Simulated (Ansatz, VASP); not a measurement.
Two plane-wave programs on HfZr3S8

```xyz
12
Lattice="3.6765 0.0000 0.0000 -1.8383 3.1840 0.0000 0.0000 0.0000 27.0227" Properties=species:S:1:pos:R:3 pbc="T T T"
Zr    0.0000    0.0000   20.2499
Zr    0.0000    0.0000    6.7728
Zr    0.0000    0.0000   13.5113
Hf    0.0000    0.0000    0.0000
S     0.0000    2.1227   21.7019
S     0.0000    2.1227    1.4350
S     0.0000    2.1227    8.2248
S     0.0000    2.1227   14.9633
S     1.8383    1.0613   25.5877
S     1.8383    1.0613    5.3208
S     1.8383    1.0613   12.0594
S     1.8383    1.0613   18.7979
```

Alike in both runs: functional PBE; k mesh 12 × 12 × 1; occupations gaussian, width 0.02 eV; no spin polarisation.

Ansatz relaxed the structure, and its values are those at the end. VASP's run is a single point on that final structure, the one shown.

|  | VASP | Ansatz |
| --- | --- | --- |
| version | VASP 6.6.1 | Ansatz 0.2.0 |
| potentials or method | VASP PAW PBE potentials, release 64 (Zr_sv, Hf_pv, S), cutoff 520 eV | scalar-relativistic, plane waves, PAW |
| valence electrons in the cell | 94 | 110 |

Ansatz gave:

```
gap on the k mesh at the Fermi level (eV) : 1.12
least direct gap on the mesh (eV)         : 1.68
pressure (GPa)                            : 0.0
rms of the force components (eV/Å)        : 0.002
```

Question: Estimate VASP's values.

Answer: gap on the k mesh at the Fermi level (eV): 1.12; least direct gap on the mesh (eV): 1.69; pressure (GPa): -0.1; rms of the force components (eV/Å): 0.016.

VASP's potentials hold 94 valence electrons a cell and Ansatz's 110, so a difference there can come from the potentials and not from the codes.

Spin-orbit coupling is off throughout.
